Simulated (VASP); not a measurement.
A run of VASP 6.6.1 is set up as follows.

INCAR

```
ALGO = Normal
EDIFF = 1E-7
ENCUT = 450
ISIF = 2
ISMEAR = 0
LASPH = T
LCHARG = F
LREAL = F
LWAVE = F
NELM = 100
PREC = Accurate
SIGMA = 0.02
```

File KPOINTS:

```
k-points
0
Gamma
  10 10 5
```

Contents of POSCAR:

```
BN
1.0
    2.5539396017      0.0000000000      0.0000000000
   -1.2769698009      2.2117765748      0.0000000000
    0.0000000000      0.0000000000      4.2268550000
N B
2 2
Direct
    0.3365110000      0.6668360000      0.1284800000
    0.6565330000      0.3281590000      0.6211270000
    0.3311970000      0.6639980000      0.5001640000
    0.6642870000      0.3271350000      0.9958560000
```

Potentials or basis: VASP PAW PBE potentials, release 64 (N, B).

The run is started by

```bash
$ cat potpaw_PBE.64/N/POTCAR potpaw_PBE.64/B/POTCAR > POTCAR
$ mpirun -np 1 vasp_std > vasp.out
```

What does it give for the band gap on the k mesh?

5.19 eV (least direct gap 8.12 eV).

Predict the largest force.

1.043 eV/Å.

Forces on the atoms (eV/Å):
```
N   -0.163 -0.296 -0.986
N    0.461  0.097  0.724
B   -0.300 -0.075 -0.386
B    0.001  0.274  0.648
```

Caveat: the cell differs from its parent crystal (atoms moved at random); an odd mesh through Γ misses points on the zone boundary, where band edges can lie.
